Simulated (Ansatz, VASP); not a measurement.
**In5GaP6 in VASP and in Ansatz**

```
In Ga P
1.0
     3.91758    0.00000    0.00000
     0.00000    3.91758    0.00000
     0.00000    0.00000   16.16767
In Ga P
5 1 6
Direct
  0.00000 0.00000 0.66945
  0.50000 0.50000 0.83823
  0.50000 0.50000 0.16177
  0.00000 0.00000 0.33055
  0.50000 0.50000 0.50000
  0.00000 0.00000 0.00000
  0.00000 0.00000 0.84862
  0.50000 0.50000 0.00000
  0.00000 0.00000 0.15138
  0.50000 0.50000 0.32849
  0.00000 0.00000 0.50000
  0.50000 0.50000 0.67151
```

Alike in both runs: functional PBE; k mesh 4 × 4 × 1; occupations gaussian, width 0.1 eV; no spin polarisation.

Ansatz relaxed the structure, and its values are those at the end. VASP's run is a single point on that final structure, the one shown.

|  | VASP | Ansatz |
| --- | --- | --- |
| version | VASP 6.6.1 | Ansatz 0.2.0 |
| potentials or method | VASP PAW PBE potentials, release 64 (In_d, Ga_d, P), cutoff 520 eV | scalar-relativistic, plane waves, PAW |
| valence electrons in the cell | 108 | 108 |

|  | VASP | Ansatz | Ansatz less VASP |
| --- | --- | --- | --- |
| gap on the k mesh at the Fermi level (eV) | none | none | - |
| pressure (GPa) | 0.0 | 0.0 | +0.01 |
| rms of the force components (eV/Å) | 0.009 | 0.008 | -0.0012 |

A gap of «none» marks a metal or a gap that the smearing closes. The functional is the same, so the differences come from potentials, cutoffs and numerics.

The k mesh is coarse, so the values compare programs but aren't converged.
